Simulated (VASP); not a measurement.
# FeSi16 (a cell with a defect) in VASP: single point with PBE

Aim: the single point of FeSi16 (a cell with a defect) with PBE.

Program: VASP 6.6.1. These are calculated values, not measurements. Logs are shortened: lines on timing, memory, paths and dates and some standing lists are left out, and cuts for length are marked.

### 1 The cell of the first run

The cell holds a defect, 17 atoms: a = 7.736 Å, b = 7.736 Å, c = 7.736 Å, α = 60.00°, β = 60.00°, γ = 60.00°.

### 2 Single point, PBE, collinear spin, ferromagnetic start

INCAR reads:

```
SYSTEM = FeSi16
PREC = Accurate ; ENCUT = 520
EDIFF = 1E-6 ; ISMEAR = 0
SIGMA = 0.02 ; LREAL = Auto
LASPH = .True. ; NELM = 150
ALGO = Normal ; ISIF = 2
LWAVE = .False. ; LCHARG = .False.
ISPIN = 2 ; MAGMOM = 0 0 0 0 0 0 0 0 0 0 0 0 0 0 0 0 2.37
LORBIT = 11 ; LMAXMIX = 4
GGA = PE ; NELECT = 71.0
NBANDS = 54
```

KPOINTS reads:

```
regular mesh
0
Gamma
  2 2 2
  0 0 0
```

POSCAR reads:

```
FeSi16
1.0
    0.0000000000      5.4700937548     -5.4700937548
    5.4700937548      5.4700937548      0.0000000000
    5.4700937548      0.0000000000     -5.4700937548
Si Fe
16 1
Direct
    0.1239507091      0.1416785589      0.1184294144
    0.1260907090      0.6171457294      0.1166632655
    0.5936486001      0.1406825065      0.1272397753
    0.6246204641      0.6351217467      0.1071596807
    0.1180602251      0.1099066171      0.6601829259
    0.1283606884      0.6286206698      0.6130337340
    0.6291606971      0.1267453596      0.6210261016
    0.6312407346      0.6214964775      0.6202579247
    0.2508444209      0.7545767376      0.2409831639
    0.2231704893      0.2468289504      0.2847145899
    0.7403958107      0.7514687470      0.2489097191
    0.7385105596      0.2608827314      0.2495885923
    0.2586829520      0.7381743679      0.7459362093
    0.2566255832      0.2559210249      0.7479041829
    0.7558920716      0.7543169615      0.7351527561
    0.7426188073      0.2491301906      0.7577265922
   -0.0608761047     -0.0325025508      0.1265460943
```

Potentials or basis: VASP PAW PBE potentials, release 64 (Si, Fe).

Run with:

```
> cat potpaw_PBE.64/Si/POTCAR potpaw_PBE.64/Fe/POTCAR > POTCAR
> mpirun -np 1 vasp_std > vasp.out
```

OUTCAR:

```text
SYSTEM = FeSi16
   PREC = Accurate
   ENCUT = 520
   EDIFF = 1E-6
   ISMEAR = 0
   LREAL = Auto
   LASPH = .True.
   NELM = 150
   ISIF = 2
   ISPIN = 2
   LORBIT = 11
   GGA = PE
   NELECT = 71.0

 ion  position               nearest neighbor table
   1  0.124  0.142  0.118-  14 2.34  10 2.36  17 2.37  12 2.44   9 2.45
   2  0.126  0.617  0.117-  13 2.34  10 2.36  17 2.37  11 2.44   9 2.44
   3  0.594  0.141  0.127-  17 2.31  16 2.34  10 2.35  12 2.45  11 2.46
   4  0.625  0.635  0.107-  15 2.35   9 2.36  11 2.36  12 2.37
   5  0.118  0.110  0.660-  13 2.36  14 2.36  10 2.38  16 2.38  17 2.95
   6  0.128  0.629  0.613-   9 2.35  15 2.35  14 2.36  13 2.36
   7  0.629  0.127  0.621-  12 2.35  15 2.35  14 2.35  16 2.35
   8  0.631  0.621  0.620-  11 2.35  15 2.35  13 2.35  16 2.35
   9  0.251  0.755  0.241-   6 2.35   4 2.36   2 2.44   1 2.45  17 2.45
  10  0.223  0.247  0.285-   3 2.35   2 2.36   1 2.36   5 2.38
  11  0.740  0.751  0.249-   8 2.35  17 2.36   4 2.36   2 2.44   3 2.46
  12  0.739  0.261  0.250-   7 2.35   4 2.37  17 2.37   1 2.44   3 2.45
  13  0.259  0.738  0.746-   2 2.34   8 2.35   6 2.36   5 2.36
  14  0.257  0.256  0.748-   1 2.34   7 2.35   6 2.36   5 2.36
  15  0.756  0.754  0.735-   4 2.35   6 2.35   8 2.35   7 2.35
  16  0.743  0.249  0.758-   3 2.34   8 2.35   7 2.35   5 2.38
  17  0.939  0.967  0.127-   3 2.31  11 2.36   1 2.37   2 2.37  12 2.37   9 2.45   5 2.95

  LATTYP: Found a face centered cubic cell.
 ALAT       =    10.9401875096

  Lattice vectors:

 A1 = (   0.0000000000,   5.4700937548,  -5.4700937548)
 A2 = (   5.4700937548,   5.4700937548,   0.0000000000)
 A3 = (   5.4700937548,   0.0000000000,  -5.4700937548)

Analysis of symmetry for initial positions (statically):
=====================================================================
 Subroutine PRICEL returns:
 Original cell was already a primitive cell.

 Routine SETGRP: Setting up the symmetry group for a
 face centered cubic supercell.

 Subroutine GETGRP returns: Found  1 space group operations
 (whereof  1 operations were pure point group operations)
 out of a pool of 48 trial point group operations.

The static configuration has the point symmetry C_1 .

Analysis of symmetry for dynamics (positions and initial velocities):
=====================================================================
 Subroutine PRICEL returns:
 Original cell was already a primitive cell.

 Routine SETGRP: Setting up the symmetry group for a
 face centered cubic supercell.

 Subroutine GETGRP returns: Found  1 space group operations
 (whereof  1 operations were pure point group operations)
 out of a pool of 48 trial point group operations.

The dynamic configuration has the point symmetry C_1 .

Analysis of structural, dynamic, and magnetic symmetry:
=====================================================================
 Subroutine PRICEL returns:
 Original cell was already a primitive cell.

 Routine SETGRP: Setting up the symmetry group for a
 face centered cubic supercell.

 Subroutine GETGRP returns: Found  1 space group operations
 (whereof  1 operations were pure point group operations)
 out of a pool of 48 trial point group operations.

The overall configuration has the point symmetry C_1 .

 Subroutine INISYM returns: Found  1 space group operations
 (whereof  1 operations are pure point group operations),
 and found     1 'primitive' translations

----------------------------------------------------------------------------------------

                                     Primitive cell

  volume of cell :     327.3515

  direct lattice vectors                    reciprocal lattice vectors
     0.000000000  5.470093755 -5.470093755    -0.091406112  0.091406112 -0.091406112
     5.470093755  5.470093755  0.000000000     0.091406112  0.091406112  0.091406112
     5.470093755  0.000000000 -5.470093755     0.091406112 -0.091406112 -0.091406112

  length of vectors
     7.735880775  7.735880775  7.735880775     0.158320029  0.158320029  0.158320029

  position of ions in fractional coordinates (direct lattice)
     0.123950709  0.141678559  0.118429414
     0.126090709  0.617145729  0.116663266
     0.593648600  0.140682506  0.127239775
     0.624620464  0.635121747  0.107159681
[... 75 lines left out ...]
   ions per type =              16   1
   NGX,Y,Z   is equivalent  to a cutoff of  12.89, 12.89, 12.89 a.u.
   NGXF,Y,Z  is equivalent  to a cutoff of  25.79, 25.79, 25.79 a.u.
 SYSTEM =  FeSi16
   PREC   = accura    normal or accurate (medium, high low for compatibility)
   ISTART =      0    job   : 0-new  1-cont  2-samecut
   ICHARG =      2    charge: 1-file 2-atom 10-const
   ISPIN  =      2    spin polarized calculation?
   LNONCOLLINEAR =      F non collinear calculations
   LSORBIT =      F    spin-orbit coupling
   LASPH  =      T    aspherical Exc in radial PAW
   ENCUT  =  520.0 eV  38.22 Ry    6.18 a.u.  14.38 14.38 14.38*2*pi/ulx,y,z
   NELM   =    150;   NELMIN=  2; NELMDL= -5     # of ELM steps
   EDIFF  = 0.1E-05   stopping-criterion for ELM
   LREAL  =      T    real-space projection
   EDIFFG = 0.1E-04   stopping-criterion for IOM
   NSW    =      0    number of steps for IOM
   IBRION =     -1    ionic relax: 0-MD 1-quasi-New 2-CG
   NFREE  =      0    steps in history (QN), initial steepest desc. (CG)
   ISIF   =      2    stress and relaxation
   ISYM   =      2    0-nonsym 1-usesym 2-fastsym
   POTIM  = 0.5000    time-step for ionic-motion
   TEBEG  =    0.0;   TEEND  =   0.0 temperature during run
   PSTRESS=    0.0 pullay stress
   NELECT =      71.0000    total number of electrons
   NUPDOWN=      -1.0000    fix difference up-down
   EMIN   =  10.00;   EMAX   =-10.00  energy-range for DOS
   EFERMI =   0.00;   METHOD = LEGACY
   ISMEAR =     0;   SIGMA  =   0.02  broadening in eV -4-tet -1-fermi 0-gaus
   EFERMI_NEDOS =   21; number of points for ismear=-14 and -15
   IALGO  =     38    algorithm
   IMIX   =      4    mixing-type and parameters
     AMIX     =   0.40;   BMIX     =  1.00
     AMIX_MAG =   1.60;   BMIX_MAG =  1.00
  volume/ion in A,a.u.               =      19.26       129.95
  Fermi-wavevector in a.u.,A,eV,Ry     =   0.983610  1.858753 13.163477  0.967488
  Thomas-Fermi vector in A             =   2.114781
   LORBIT       =     11    0 simple, 1 ext, 2 COOP (PROOUT), +10 PAW based schemes
   GGA     = PE    functional components
   LHFCALC =     F    Hartree Fock is set to
   AEXX    =    0.0000 exact exchange contribution
   IVDW    =     0    specifies the selected vdW correction
   LEPSILON=     F    determine dielectric tensor
   LRPA    =     F    only Hartree local field effects (RPA)
 spin polarized calculation
 Gauss-broadening in eV      SIGMA  =   0.02
  energy-cutoff  :      520.00
  volume of cell :      327.35
 maximum number of plane-waves:      8824
 NGX is ok and might be reduce to    60
   NGX = 29   NGY = 29   NGZ = 29

 number of electron      71.0000004 magnetization       2.4998236

 Free energy of the ion-electron system (eV)
  ---------------------------------------------------
  ext. energy  EPLUGINS =         0.00000000
  ---------------------------------------------------
  free energy    TOTEN  =       -98.05467424 eV

  energy without entropy =      -98.05443999  energy(sigma->0) =      -98.05455712

 E-fermi :   6.0212     XC(G=0):  -9.5362

 val. band max:        5.9935001708   @ k =   0.0000   0.5000   0.5000
 cond. band min:       6.0482449513   @ k =   0.5000   0.0000   0.0000
 fundamental gap:      0.0547447805
 Fermi energy:         6.0211561433

 spin component 1

 k-point     1 :       0.0000    0.0000    0.0000
  band No.  band energies     occupation
      1      -6.0434      1.00000
      2      -3.7605      1.00000
      3      -3.7341      1.00000
      4      -3.7181      1.00000
      5      -3.6839      1.00000
      6      -2.1026      1.00000
[... 389 lines left out ...]
     46       9.9218      0.00000
     47      10.0935      0.00000
 Fermi energy:         6.0211561433

 spin component 2

 k-point     1 :       0.0000    0.0000    0.0000
  band No.  band energies     occupation
      1      -5.9990      1.00000
      2      -3.7185      1.00000
      3      -3.6857      1.00000
      4      -3.6767      1.00000
      5      -3.6553      1.00000
      6      -2.0572      1.00000
[... 389 lines left out ...]
     46      10.0083      0.00000
     47      10.1410      0.00000
 [bands above 47 left out]

------------------------ aborting loop because EDIFF is reached ----------------------------------------

  FORCE on cell =-STRESS in cart. coord.  units (eV):
  Direction    XX          YY          ZZ          XY          YZ          ZX
  --------------------------------------------------------------------------------------
  -------------------------------------------------------------------------------------
  Total       -6.0457912     -6.1731098     -7.4555515     -1.3943569      0.5237831     -0.4232747
  in kB      -29.5903036    -30.2134470    -36.4901840     -6.8244904      2.5635851     -2.0716604
  external PRESSURE =     -32.0979782 kB  Pullay stress =       0.0000000 kB

 VOLUME and BASIS-vectors are now :
 -----------------------------------------------------------------------------
  energy-cutoff  :      520.00
  volume of cell :      327.35
      direct lattice vectors                 reciprocal lattice vectors
     0.000000000  5.470093755 -5.470093755    -0.091406112  0.091406112 -0.091406112
     5.470093755  5.470093755  0.000000000     0.091406112  0.091406112  0.091406112
     5.470093755  0.000000000 -5.470093755     0.091406112 -0.091406112 -0.091406112

 POSITION                                       TOTAL-FORCE (eV/Angst)
 -----------------------------------------------------------------------------------
      1.42282      1.45302     -1.32584        -0.023651     -0.000706      0.002955
      4.01400      4.06557     -1.32789        -0.007280      0.030971      0.001320
      1.46556      4.01686     -3.94333         0.017361      0.004819      0.055149
      4.06035      6.89091     -4.00291         0.015205     -0.013283     -0.012519
      4.21246      1.24700     -4.25706         0.013550     -0.012896      0.003175
      6.79197      4.14076     -4.05550        -0.000413      0.000853     -0.003316
[... 9 lines left out ...]
      5.50760      5.42496     -8.20703         0.008652     -0.007982      0.003893
      5.98452     10.42940     -5.82931        -0.014607      0.006961     -0.068059
 -----------------------------------------------------------------------------------
    total drift:                               -0.001033     -0.001052     -0.006478

  FREE ENERGIE OF THE ION-ELECTRON SYSTEM (eV)
  ---------------------------------------------------
  free  energy   TOTEN  =       -98.0546742386 eV

  energy  without entropy=      -98.0544399920  energy(sigma->0) =      -98.05455712

 total charge

# of ion       s       p       d       tot
------------------------------------------
    1        0.739   0.922   0.000   1.661
    2        0.739   0.922   0.000   1.661
    3        0.742   0.925   0.000   1.667
    4        0.742   0.915   0.000   1.658
    5        0.733   0.929   0.000   1.662
    6        0.741   0.932   0.000   1.673
[... 9 lines left out ...]
   16        0.739   0.925   0.000   1.664
   17        0.402   0.456   6.483   7.341
--------------------------------------------------
tot         12.249  15.232   6.483  33.963

 magnetization (x)

# of ion       s       p       d       tot
------------------------------------------
    1       -0.001   0.021   0.000   0.020
    2       -0.001   0.021   0.000   0.019
    3       -0.001   0.023   0.000   0.022
    4       -0.002   0.010   0.000   0.008
    5        0.000   0.002   0.000   0.003
    6        0.000   0.008   0.000   0.008
[... 9 lines left out ...]
   16        0.002   0.009   0.000   0.012
   17        0.023   0.014   1.922   1.958
--------------------------------------------------
tot          0.014   0.228   1.922   2.164
```

Run time: 22 min. Hardware: 1 thread of Oxide Virtual Turin-like, shared host; peak memory 0.68 GiB.

What came out:

```yaml
Free_energy: -98.0547 eV
Largest_force: 0.070 eV/Å
Net_moment: 2.50 μB per cell
Site_moments: Si +0.02, +0.01, +0.00, +0.03 (each value once); Fe +1.96 μB
Valence_electrons_inside_the_program's_atomic_spheres: Si 1.66, 1.67, 1.68, 1.65 (each value once); Fe 7.34
```

Forces in eV/Å, atoms in the order of the input:
```
Si  -0.024 -0.001  0.003
Si  -0.007  0.031  0.001
Si   0.017  0.005  0.055
Si   0.015 -0.013 -0.013
Si   0.014 -0.013  0.003
Si   0.000  0.001 -0.003
Si  -0.006 -0.006  0.006
Si   0.001  0.005  0.004
Si  -0.005  0.009  0.028
Si  -0.005  0.007 -0.015
Si  -0.011 -0.037  0.003
Si   0.018  0.006  0.010
Si  -0.016 -0.009 -0.010
Si   0.013  0.016 -0.006
Si   0.003  0.001 -0.002
Si   0.009 -0.008  0.004
Fe  -0.015  0.007 -0.068
```

Levels at points of the mesh, in eV from the Fermi level:
Spin up:
```tsv
k point	band 35	band 36	band 37	band 38	band 39	band 40
(0.00, 0.00, 0.00)	-0.30	0.07	0.16	0.21	0.43	0.65
(0.50, 0.00, 0.00)	-0.70	-0.63	-0.27	0.86	1.25	1.37
(0.00, 0.50, 0.00)	-0.69	-0.63	-0.29	0.89	1.24	1.32
(0.00, 0.00, 0.50)	-0.86	-0.08	-0.06	0.98	1.17	1.57
(0.50, 0.50, 0.50)	-0.68	-0.65	-0.28	0.89	1.24	1.33
(0.50, 0.50, 0.00)	-1.11	-0.95	-0.49	0.91	1.16	2.07
(0.00, 0.50, 0.50)	-1.12	-0.96	-0.49	0.91	1.16	2.07
(0.50, 0.00, 0.50)	-1.00	-0.87	-0.51	0.87	1.14	2.04
```
Spin down:
```
           k point  band 32  band 33  band 34  band 35  band 36  band 37
(0.00, 0.00, 0.00)    -0.44    -0.32    -0.16     0.10     0.24     0.31
(0.50, 0.00, 0.00)    -1.03    -0.66    -0.06     0.03     0.44     0.52
(0.00, 0.50, 0.00)    -0.97    -0.61    -0.15     0.07     0.37     0.68
(0.00, 0.00, 0.50)    -0.85    -0.17    -0.08     0.21     0.38     0.53
(0.50, 0.50, 0.50)    -0.97    -0.62    -0.15     0.05     0.38     0.69
(0.50, 0.50, 0.00)    -1.36    -0.44    -0.16    -0.04     0.41     0.48
(0.00, 0.50, 0.50)    -1.36    -0.46    -0.12    -0.03     0.41     0.45
(0.50, 0.00, 0.50)    -1.36    -0.37    -0.17     0.20     0.26     0.38
```

Caveat: the k points lie up to 0.50 Å⁻¹ apart; the cell carries a net charge on a neutralising background, which shifts energy and pressure; the cell is charged against a uniform background, so pressure and absolute levels hang on convention.
